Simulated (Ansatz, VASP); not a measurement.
In: VASP beside Ansatz

File INCAR:

```
  ALGO = Normal
  EDIFF = 1E-6
  ENCUT = 520
  GGA = PE
  ISIF = 2
  ISMEAR = -1
  LASPH = True
  LCHARG = False
  LREAL = False
  LWAVE = False
  NBANDS = 26
  NELM = 80
  PREC = Accurate
  SIGMA = 0.05
```

The input KPOINTS:

```
k-points
0
Gamma
  14 14 14
```

File POSCAR:

```
In
1.0
    1.6916082417      0.9766504737      8.3154685732
   -1.6916082417      0.9766504737      8.3154685732
    0.0000000000     -1.9533009474      8.3154685732
In
3
Direct
    0.0000000000      0.0000000000      0.0000000000
    0.7780122400      0.7780122400      0.7780122400
    0.2219877600      0.2219877600      0.2219877600
```

Input for Ansatz:

```yaml
crystal:
  lattice:
    - [1.6916082417, 0.9766504737, 8.3154685732]
    - [-1.6916082417, 0.9766504737, 8.3154685732]
    - [0.0, -1.9533009474, 8.3154685732]
  atoms:
    - { symbol: In, position: [0.0, 0.0, 0.0] }
    - { symbol: In, position: [0.77801224, 0.77801224, 0.77801224] }
    - { symbol: In, position: [0.22198776, 0.22198776, 0.22198776] }
kpoints:
  mp_grid: { grid: [14, 14, 14] }
  band_path:
    path:
      - [0.0, 0.0, 0.0]
      - [0.5, 0.5, 0.5]
      - [0.824137023, 0.175862977, 0.5]
      - [0.5, -0.175862977, 0.175862977]
      - [0.5, 0.0, 0.0]
      - [0.0, 0.0, 0.0]
      - [0.3379314885, -0.3379314885, 0.0]
      - [0.6620685115, 0.0, 0.3379314885]
      - [0.5, 0.0, 0.5]
    npoints: 5
scf:
  occupations: { method: fermi_dirac, width: 0.05 }
hamiltonian:
  xc: pbe
  pseudopotentials: { kind: all_electron, lapw: { basis_error: 0.0005 } }
output:
  forces: true
  stress: true
  eigenvalues: true
```

Change from the starting cell: volume scaled by 1.04.

Alike in both runs: task single point; functional PBE; k mesh 14 × 14 × 14; occupations fermi-dirac, width 0.05 eV; no spin polarisation.

|  | VASP | Ansatz |
| --- | --- | --- |
| version | VASP 6.6.1 | Ansatz 0.2.0 |
| potentials or method | VASP PAW PBE potentials, release 64 (In_d), cutoff 520 eV | all-electron LAPW, scalar-relativistic |

```csv
,VASP,Ansatz,Ansatz less VASP
pressure (GPa),0.1,0.2,+0.04
"traceless stress, the component that is largest in VASP (GPa)",0.13,0.13,-0.003
```

Ansatz ran all-electron here, and VASP with PAW potentials.
